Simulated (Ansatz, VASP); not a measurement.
# Two plane-wave programs on NaMg2Si2

```xyz
5
Lattice="3.6297 0.0000 0.0000 0.0000 3.6297 0.0000 0.0000 0.0000 6.6593" Properties=species:S:1:pos:R:3 pbc="T T T"
Na    0.0000    0.0000    3.3297
Mg    0.0000    0.0000    5.5310
Mg    0.0000    0.0000    1.1284
Si    1.8149    1.8149    5.7598
Si    1.8149    1.8149    0.8996
```

Alike in both runs: task single point; functional PBE; k mesh 6 × 6 × 4; occupations gaussian, width 0.1 eV; no spin polarisation.

|  | VASP | Ansatz |
| --- | --- | --- |
| version | VASP 6.6.1 | Ansatz 0.2.0 |
| potentials or method | VASP PAW PBE potentials, release 64 (Na_pv, Mg, Si), cutoff 520 eV | scalar-relativistic, plane waves, PAW |
| valence electrons in the cell | 19 | 37 |

VASP gave:

| Item | Value |
| --- | --- |
| gap on the k mesh at the Fermi level (eV) | none |
| rms of the force components (eV/Å) | 5.031 |

**Question.** Estimate Ansatz's values.

**Answer.** gap on the k mesh at the Fermi level (eV): none; rms of the force components (eV/Å): 5.078.

Atom by atom the forces differ by 0.047 eV/Å (rms over components). A gap of «none» marks a metal or a gap that the smearing closes. VASP's potentials hold 19 valence electrons a cell and Ansatz's 37, so a difference there can come from the potentials and not from the codes.
